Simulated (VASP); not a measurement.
The system is WS2.

```
W S
1.0
     3.18422    0.00000    0.00000
    -1.59211    2.75762    0.00000
     0.00000    0.00000   12.97828
W S
2 4
Direct
  0.33333 0.66667 0.25000
  0.66667 0.33333 0.75000
  0.33333 0.66667 0.62980
  0.66667 0.33333 0.12980
  0.33333 0.66667 0.87020
  0.66667 0.33333 0.37020
```

```yaml
Program: VASP 6.6.1
Task: relaxation of cell and atoms
Functional: PBE
Potentials_or_basis: VASP PAW PBE potentials, release 64 (W_sv, S)
Cutoff: 600 eV
k_mesh: 12 × 12 × 2
Occupations: gaussian, width 0.02 eV
Spin: no spin polarisation
```

At the start: pressure 1.8 GPa; volume 18.99 Å³/atom.

Task: How do energy, volume and symmetry change on relaxing?

Result: Over 19 steps the energy falls by 5.8 meV/atom and the volume is 21.04 Å³/atom (+10.8 %); space group P6_3/mmc (No. 194, to 0.1 Å) before and after.

Step by step:
| step | energy change (eV) | largest force (eV/Å) | pressure (GPa) | volume (Å³) |
| --- | --- | --- | --- | --- |
| 1 | 0.0000 | 0.2037 | 1.76 | 113.96 |
| 2 | 0.0291 | 0.6071 | -3.57 | 117.44 |
| 3 | -0.0083 | 0.0671 | -0.04 | 115.06 |
| 4 | -0.0083 | 0.0616 | -0.02 | 115.04 |
| 5 | -0.0099 | 0.0738 | 0.10 | 115.11 |
| 6 | -0.0113 | 0.0945 | 0.27 | 115.23 |
| 7 | -0.0099 | 0.1332 | 0.65 | 115.46 |
| 8 | -0.0115 | 0.1031 | 0.37 | 115.29 |
| 9 | -0.0123 | 0.1043 | 0.35 | 115.43 |
| 10 | -0.0144 | 0.1055 | 0.27 | 115.87 |
| 11 | -0.0182 | 0.1073 | 0.13 | 116.75 |
| 12 | -0.0242 | 0.1065 | -0.11 | 118.51 |
| 13 | -0.0312 | 0.0884 | -0.45 | 122.05 |
| 14 | -0.0311 | 0.0216 | -0.62 | 129.20 |
| 15 | -0.0334 | 0.0117 | -0.46 | 125.60 |
| 16 | -0.0344 | 0.0774 | 0.43 | 126.05 |
| 17 | -0.0346 | 0.0500 | 0.15 | 125.91 |
| 18 | -0.0349 | 0.0256 | -0.03 | 126.38 |
| 19 | -0.0350 | 0.0024 | 0.02 | 126.23 |

Final structure:
```
CELL_PARAMETERS angstrom
3.18743 0.00000 0.00000
-1.59371 2.76039 0.00000
0.00000 0.00000 14.34717
ATOMIC_POSITIONS crystal
W 0.33333 0.66667 0.25000
W 0.66667 0.33333 0.75000
S 0.33333 0.66667 0.64048
S 0.66667 0.33333 0.14048
S 0.33333 0.66667 0.85952
S 0.66667 0.33333 0.35952
```

Caveat: this functional lacks dispersion, which binds layers or chains, so the pressure and a relaxed spacing across them are unreliable.
